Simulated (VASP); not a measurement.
# Y3NbO2 (P-3m1) in VASP: further runs

Runs on Y3NbO2. Level: PBE. Tasks: single point, relaxation of cell and atoms.

All numbers are computed with VASP 6.6.1; they aren't measurements. Logs are shortened: lines on timing, memory, paths and dates and some standing lists are left out, and cuts for length are marked.

## (1) The cell of the first run

It takes space group P-3m1 (No. 164, trigonal). Conventional cell: a = 3.916 Å, b = 3.916 Å, c = 9.213 Å, α = 90.00°, β = 90.00°, γ = 120.00°. Y (site symmetry 3m) has 3 O at 2.27 Å and 3 Nb at 3.04 Å within 3.1 Å. Within 3.1 Å of Y (site symmetry -3m) lie 2 O at 2.35 Å. Within 3.1 Å of Nb (site symmetry -3m) lie 2 O at 2.25 Å and 6 Y at 3.04 Å. Within 3.0 Å of O (site symmetry 3m) lie 1 Nb at 2.25 Å and 4 Y at 2.27 to 2.35 Å.

The cell was generated, and may not be a known phase.

## (2) Single point, PBE

INCAR

```
PREC = Accurate
ENCUT = 520
EDIFF = 1E-6
ISMEAR = 0
SIGMA = 0.1
LREAL = F
LASPH = T
NELM = 100
ALGO = Normal
ISIF = 2
LWAVE = F
LCHARG = T
GGA = PE
LELF = T
LVHAR = T
NBANDS = 38
```

KPOINTS

```
Automatic mesh
0
Gamma
  6 6 4
```

POSCAR

```
Y3NbO2
1.0
    3.9159155385      0.0000000000      0.0000000000
   -1.9579577693      3.3912823354      0.0000000000
    0.0000000000      0.0000000000      9.2131373920
Y Nb O
3 1 2
Direct
    0.3333333333      0.6666666667      0.7789200429
    0.6666666667      0.3333333333      0.2210799571
    0.0000000000      0.0000000000      0.5000000000
    0.0000000000      0.0000000000      0.0000000000
    0.0000000000      0.0000000000      0.7552490843
    0.0000000000      0.0000000000      0.2447509157
```

Potentials or basis: VASP PAW PBE potentials, release 64 (Y_sv, Nb_sv, O).

Run with:

```sh
$ cat potpaw_PBE.64/Y_sv/POTCAR potpaw_PBE.64/Nb_sv/POTCAR potpaw_PBE.64/O/POTCAR > POTCAR
$ mpirun -np 1 vasp_std > vasp.out
```

OUTCAR:

```text
PREC = Accurate
   ENCUT = 520
   EDIFF = 1E-6
   ISMEAR = 0
   LREAL = F
   LASPH = T
   NELM = 100
   ISIF = 2
   GGA = PE

 ion  position               nearest neighbor table
   1  0.333  0.667  0.779-   5 2.27   5 2.27   5 2.27   4 3.04   4 3.04   4 3.04   3 3.42   3 3.42
                             3 3.42
   2  0.667  0.333  0.221-   6 2.27   6 2.27   6 2.27   4 3.04   4 3.04   4 3.04   3 3.42   3 3.42
                             3 3.42
   3  0.000  0.000  0.500-   5 2.35   6 2.35   1 3.42   2 3.42   2 3.42   1 3.42   2 3.42   1 3.42

   4  0.000  0.000  0.000-   5 2.25   6 2.25   1 3.04   2 3.04   2 3.04   1 3.04   2 3.04   1 3.04

   5  0.000  0.000  0.755-   4 2.25   1 2.27   1 2.27   1 2.27   3 2.35
   6  0.000  0.000  0.245-   4 2.25   2 2.27   2 2.27   2 2.27   3 2.35

  LATTYP: Found a hexagonal cell.
 ALAT       =     3.9159155385
 C/A-ratio  =     2.3527416006

  Lattice vectors:

 A1 = (   3.9159155385,   0.0000000000,   0.0000000000)
 A2 = (  -1.9579577693,   3.3912823354,   0.0000000000)
 A3 = (   0.0000000000,   0.0000000000,   9.2131373920)

Analysis of symmetry for initial positions (statically):
=====================================================================
 Subroutine PRICEL returns:
 Original cell was already a primitive cell.

 Routine SETGRP: Setting up the symmetry group for a
 hexagonal supercell.

 Subroutine GETGRP returns: Found 12 space group operations
 (whereof 12 operations were pure point group operations)
 out of a pool of 24 trial point group operations.

The static configuration has the point symmetry D_3d.

Analysis of symmetry for dynamics (positions and initial velocities):
=====================================================================
 Subroutine PRICEL returns:
 Original cell was already a primitive cell.

 Routine SETGRP: Setting up the symmetry group for a
 hexagonal supercell.

 Subroutine GETGRP returns: Found 12 space group operations
 (whereof 12 operations were pure point group operations)
 out of a pool of 24 trial point group operations.

The dynamic configuration has the point symmetry D_3d.

 Subroutine INISYM returns: Found 12 space group operations
 (whereof 12 operations are pure point group operations),
 and found     1 'primitive' translations

----------------------------------------------------------------------------------------

                                     Primitive cell

  volume of cell :     122.3502

  direct lattice vectors                    reciprocal lattice vectors
     3.915915539  0.000000000  0.000000000     0.255368123  0.147436854  0.000000000
    -1.957957769  3.391282335  0.000000000     0.000000000  0.294873709  0.000000000
     0.000000000  0.000000000  9.213137392     0.000000000  0.000000000  0.108540659

  length of vectors
     3.915915539  3.915915539  9.213137392     0.294873709  0.294873709  0.108540659

  position of ions in fractional coordinates (direct lattice)
     0.333333333  0.666666667  0.778920043
     0.666666667  0.333333333  0.221079957
     0.000000000  0.000000000  0.500000000
     0.000000000  0.000000000  0.000000000
     0.000000000  0.000000000  0.755249084
     0.000000000  0.000000000  0.244750916

  ion indices of the primitive-cell ions
   primitive index   ion index
                 1           1
                 2           2
                 3           3
                 4           4
                 5           5
                 6           6

----------------------------------------------------------------------------------------

 KPOINTS: Automatic mesh

Automatic generation of k-mesh.
 Grid dimensions read from file:
 generate k-points for:    6    6    4

 Generating k-lattice:

  Cartesian coordinates                     Fractional coordinates (reciprocal lattice)
     0.042561354  0.024572809  0.000000000     0.166666667  0.000000000  0.000000000
     0.000000000  0.049145618  0.000000000     0.000000000  0.166666667  0.000000000
     0.000000000  0.000000000  0.027135165     0.000000000  0.000000000  0.250000000

  Length of vectors
     0.049145618  0.049145618  0.027135165

  Shift w.r.t. Gamma in fractional coordinates (k-lattice)
     0.000000000  0.000000000  0.000000000

 Subroutine IBZKPT returns following result:
 ===========================================

 Found     24 irreducible k-points:

 Following reciprocal coordinates:
            Coordinates               Weight
  0.000000  0.000000  0.000000      1.000000
  0.166667 -0.000000  0.000000      6.000000
  0.333333 -0.000000  0.000000      6.000000
  0.500000 -0.000000  0.000000      3.000000
  0.166667  0.166667  0.000000      6.000000
  0.333333  0.166667  0.000000     12.000000
[... 16 lines left out ...]
  0.333333  0.166667  0.500000     12.000000
  0.333333  0.333333  0.500000      2.000000
   k-points           NKPTS =     24   k-points in BZ     NKDIM =     24   number of bands    NBANDS=     38
   number of dos      NEDOS =    301   number of ions     NIONS =      6
   total plane-waves  NPLWV =  63000
   dimension x,y,z NGX =    30 NGY =   30 NGZ =   70
   dimension x,y,z NGXF=    60 NGYF=   60 NGZF=  140
   ions per type =               3   1   2
   NGX,Y,Z   is equivalent  to a cutoff of  12.74, 12.74, 12.63 a.u.
   NGXF,Y,Z  is equivalent  to a cutoff of  25.47, 25.47, 25.26 a.u.
 SYSTEM =  unknown system
   PREC   = accura    normal or accurate (medium, high low for compatibility)
   ISTART =      0    job   : 0-new  1-cont  2-samecut
   ICHARG =      2    charge: 1-file 2-atom 10-const
   ISPIN  =      1    spin polarized calculation?
   LNONCOLLINEAR =      F non collinear calculations
   LSORBIT =      F    spin-orbit coupling
   LASPH  =      T    aspherical Exc in radial PAW
   ENCUT  =  520.0 eV  38.22 Ry    6.18 a.u.   7.28  7.28 17.13*2*pi/ulx,y,z
   NELM   =    100;   NELMIN=  2; NELMDL= -5     # of ELM steps
   EDIFF  = 0.1E-05   stopping-criterion for ELM
   LREAL  =      F    real-space projection
   EDIFFG = 0.1E-04   stopping-criterion for IOM
   NSW    =      0    number of steps for IOM
   IBRION =     -1    ionic relax: 0-MD 1-quasi-New 2-CG
   NFREE  =      0    steps in history (QN), initial steepest desc. (CG)
   ISIF   =      2    stress and relaxation
   ISYM   =      2    0-nonsym 1-usesym 2-fastsym
   POTIM  = 0.5000    time-step for ionic-motion
   TEBEG  =    0.0;   TEEND  =   0.0 temperature during run
   PSTRESS=    0.0 pullay stress
   NELECT =      58.0000    total number of electrons
   NUPDOWN=      -1.0000    fix difference up-down
   EMIN   =  10.00;   EMAX   =-10.00  energy-range for DOS
   EFERMI =   0.00;   METHOD = LEGACY
   ISMEAR =     0;   SIGMA  =   0.10  broadening in eV -4-tet -1-fermi 0-gaus
   EFERMI_NEDOS =   21; number of points for ismear=-14 and -15
   IALGO  =     38    algorithm
   IMIX   =      4    mixing-type and parameters
     AMIX     =   0.40;   BMIX     =  1.00
     AMIX_MAG =   1.60;   BMIX_MAG =  1.00
  volume/ion in A,a.u.               =      20.39       137.61
  Fermi-wavevector in a.u.,A,eV,Ry     =   1.276486  2.412208 22.169541  1.629415
  Thomas-Fermi vector in A             =   2.409139
   LORBIT       =      0    0 simple, 1 ext, 2 COOP (PROOUT), +10 PAW based schemes
   GGA     = PE    functional components
   LHFCALC =     F    Hartree Fock is set to
   AEXX    =    0.0000 exact exchange contribution
   IVDW    =     0    specifies the selected vdW correction
   LEPSILON=     F    determine dielectric tensor
   LRPA    =     F    only Hartree local field effects (RPA)
 non-spin polarized calculation
 Gauss-broadening in eV      SIGMA  =   0.10
  energy-cutoff  :      520.00
  volume of cell :      122.35
 maximum number of plane-waves:      3353
 NGX is ok and might be reduce to    30
   NGX = 15   NGY = 15   NGZ = 35

 number of electron      57.9999990 magnetization

 Free energy of the ion-electron system (eV)
  ---------------------------------------------------
  ext. energy  EPLUGINS =         0.00000000
  ---------------------------------------------------
  free energy    TOTEN  =       -48.60444257 eV

  energy without entropy =      -48.56981841  energy(sigma->0) =      -48.58713049

 E-fermi :   5.0214     XC(G=0): -10.2805

 val. band max:        5.0069392429   @ k =   0.1667   0.1667   0.5000
 cond. band min:       5.0323105251   @ k =   0.3333   0.1667   0.2500
 fundamental gap:      0.0253712822
 Fermi energy:         5.0213742195

 k-point     1 :       0.0000    0.0000    0.0000
  band No.  band energies     occupation
      1     -49.7117      2.00000
      2     -37.8983      2.00000
      3     -37.2501      2.00000
      4     -37.2440      2.00000
      5     -26.0211      2.00000
      6     -25.7109      2.00000
[... 30 lines left out ...]
     37       7.9875      0.00000
     38       8.3151      0.00000

 k-point     2 :       0.1667   -0.0000    0.0000
  band No.  band energies     occupation
      1     -49.7107      2.00000
      2     -37.8942      2.00000
      3     -37.2434      2.00000
      4     -37.2390      2.00000
      5     -26.0229      2.00000
      6     -25.7255      2.00000
[... 30 lines left out ...]
     37       8.2198      0.00000
     38       8.5026      0.00000

 k-point     3 :       0.3333   -0.0000    0.0000
  band No.  band energies     occupation
      1     -49.7089      2.00000
      2     -37.8859      2.00000
      3     -37.2304      2.00000
      4     -37.2287      2.00000
      5     -26.0267      2.00000
      6     -25.7546      2.00000
[... 30 lines left out ...]
     37       8.3957      0.00000
[... 781 lines left out ...]
 k-point    23 :       0.3333    0.1667    0.5000
  band No.  band energies     occupation
      1     -49.7080      2.00000
      2     -37.8818      2.00000
      3     -37.2240      2.00000
      4     -37.2233      2.00000
      5     -26.0285      2.00000
      6     -25.7620      2.00000
[... 30 lines left out ...]
     37       8.2125      0.00000
     38       8.8809      0.00000

 k-point    24 :       0.3333    0.3333    0.5000
  band No.  band energies     occupation
      1     -49.7075      2.00000
      2     -37.8797      2.00000
      3     -37.2207      2.00000
      4     -37.2207      2.00000
      5     -26.0294      2.00000
      6     -25.7528      2.00000
[... 30 lines left out ...]
     37       8.1810      0.00000
     38       8.1810      0.00000

------------------------ aborting loop because EDIFF is reached ----------------------------------------

  FORCE on cell =-STRESS in cart. coord.  units (eV):
  Direction    XX          YY          ZZ          XY          YZ          ZX
  --------------------------------------------------------------------------------------
  -------------------------------------------------------------------------------------
  Total       -0.0723205     -0.0723205      0.1736418      0.0000000     -0.0000000      0.0000000
  in kB       -0.9470375     -0.9470375      2.2738406      0.0000000     -0.0000000      0.0000000
  external PRESSURE =       0.1265886 kB  Pullay stress =       0.0000000 kB

 VOLUME and BASIS-vectors are now :
 -----------------------------------------------------------------------------
  energy-cutoff  :      520.00
  volume of cell :      122.35
      direct lattice vectors                 reciprocal lattice vectors
     3.915915539  0.000000000  0.000000000     0.255368123  0.147436854  0.000000000
    -1.957957769  3.391282335  0.000000000     0.000000000  0.294873709  0.000000000
     0.000000000  0.000000000  9.213137392     0.000000000  0.000000000  0.108540659

 POSITION                                       TOTAL-FORCE (eV/Angst)
 -----------------------------------------------------------------------------------
     -0.00000      2.26085      7.17630         0.000000      0.000000      0.000748
      1.95796      1.13043      2.03684        -0.000000     -0.000000     -0.000748
      0.00000      0.00000      4.60657        -0.000000      0.000000      0.000000
      0.00000      0.00000      0.00000        -0.000000      0.000000      0.000000
      0.00000      0.00000      6.95821        -0.000000      0.000000      0.006459
      0.00000      0.00000      2.25492         0.000000     -0.000000     -0.006459
 -----------------------------------------------------------------------------------
    total drift:                               -0.000000      0.000000     -0.000000

  FREE ENERGIE OF THE ION-ELECTRON SYSTEM (eV)
  ---------------------------------------------------
  free  energy   TOTEN  =       -48.6044425711 eV

  energy  without entropy=      -48.5698184150  energy(sigma->0) =      -48.58713049
```

Run time: 3.9 min. Hardware: 1 thread of Intel Xeon Platinum 8488C (Sapphire Rapids), shared host; peak memory 0.31 GiB.

What came out:

```yaml
Free_energy: -48.6044 eV
Pressure: 0.0 GPa
Largest_force: 0.006 eV/Å
Band_gap_on_the_k_mesh: zero (bands 29 and 30 overlap by 1.34 eV)
```

Forces in eV/Å, atoms in the order of the input:
```
Y    0.000  0.000  0.001
Y    0.000  0.000 -0.001
Y    0.000  0.000  0.000
Nb   0.000  0.000  0.000
O    0.000  0.000  0.006
O    0.000  0.000 -0.006
```

Levels at points of the mesh, in eV from the Fermi level:
| k point | band 27 | band 28 | band 29 | band 30 | band 31 | band 32 |
| --- | --- | --- | --- | --- | --- | --- |
| (0.00, 0.00, 0.00) | -0.55 | -0.55 | 0.35 | 0.77 | 0.77 | 1.48 |
| (0.50, 0.00, 0.00) | -0.45 | -0.42 | -0.09 | 0.23 | 0.28 | 1.76 |
| (0.00, 0.00, 0.50) | -0.46 | -0.46 | 0.92 | 0.92 | 1.04 | 1.04 |
| (0.50, 0.00, 0.50) | -0.24 | -0.21 | -0.18 | 0.08 | 0.12 | 1.22 |

## (3) Single point, PBE

This run uses another cell than the first one, of 19.62 Å³/atom.

INCAR

```
PREC = Accurate ; ENCUT = 520
EDIFF = 1E-6 ; ISMEAR = 0
SIGMA = 0.1 ; LREAL = False
LASPH = True ; NELM = 60
ALGO = Normal ; ISIF = 2
LWAVE = False ; LCHARG = False
GGA = PE ; NBANDS = 38
```

KPOINTS is that of step 2.

POSCAR

```
Y3NbO2
1.0
    4.6311115800      0.0000000000      0.0000000000
   -2.3155557900      4.0106602800      0.0000000000
    0.0000000000      0.0000000000      6.3387615800
Y Nb O
3 1 2
Direct
    0.3333333300      0.6666666700      0.8376676400
    0.6666666700      0.3333333300      0.1623323600
    0.0000000000      0.0000000000      0.5000000000
    0.0000000000      0.0000000000      0.0000000000
    0.0000000000      0.0000000000      0.7495528500
    0.0000000000      0.0000000000      0.2504471500
```

Potentials or basis: VASP PAW PBE potentials, release 64 (Y_sv, Nb_sv, O).

Run with:

```sh
$ cat potpaw_PBE.64/Y_sv/POTCAR potpaw_PBE.64/Nb_sv/POTCAR potpaw_PBE.64/O/POTCAR > POTCAR
$ mpirun -np 1 vasp_std > vasp.out
```

It took 2.7 min on 1 thread of Intel Xeon Platinum 8488C (Sapphire Rapids), shared host; peak memory 0.31 GiB.

It converged, with:

| Item | Value |
| --- | --- |
| Free energy | -26.4685 eV |
| Pressure | 86.8 GPa |
| Largest force | 7.878 eV/Å |
| Band gap on the k mesh | zero (bands 29 and 30 overlap by 0.50 eV) |

Forces in eV/Å, atoms in the order of the input:
```
Y    0.000  0.000 -1.590
Y    0.000  0.000  1.590
Y    0.000  0.000  0.000
Nb   0.000  0.000  0.000
O    0.000  0.000  7.878
O    0.000  0.000 -7.878
```

Stress tensor (GPa, compression positive):
```
 13.43   0.00   0.00
  0.00  13.43   0.00
  0.00   0.00 233.50
```

Levels at points of the mesh, in eV from the Fermi level:
| k point | band 25 | band 26 | band 27 | band 28 | band 29 | band 30 | band 31 | band 32 | band 33 | band 34 |
| --- | --- | --- | --- | --- | --- | --- | --- | --- | --- | --- |
| (0.00, 0.00, 0.00) | -1.60 | -1.60 | -1.30 | -0.85 | 0.21 | 0.21 | 0.56 | 0.82 | 0.82 | 1.09 |
| (0.50, 0.00, 0.00) | -1.99 | -1.49 | -1.24 | -0.95 | 0.11 | 0.39 | 0.45 | 0.61 | 0.88 | 1.97 |
| (0.00, 0.00, 0.50) | -2.68 | -2.57 | -1.58 | -1.58 | -0.22 | -0.17 | -0.17 | 1.92 | 1.92 | 2.02 |
| (0.50, 0.00, 0.50) | -2.27 | -1.44 | -1.34 | -1.23 | -0.82 | 0.07 | 0.31 | 1.28 | 1.47 | 2.05 |

Caveat: the stress differs along the axes, from 13 to 233 GPa; forces of over 1 eV/Å act on the atoms, so gaps and moduli don't describe the material at rest.

[end of part 1 of 2]

The gap in the log of VASP goes by the Fermi energy; the results here count the filled bands.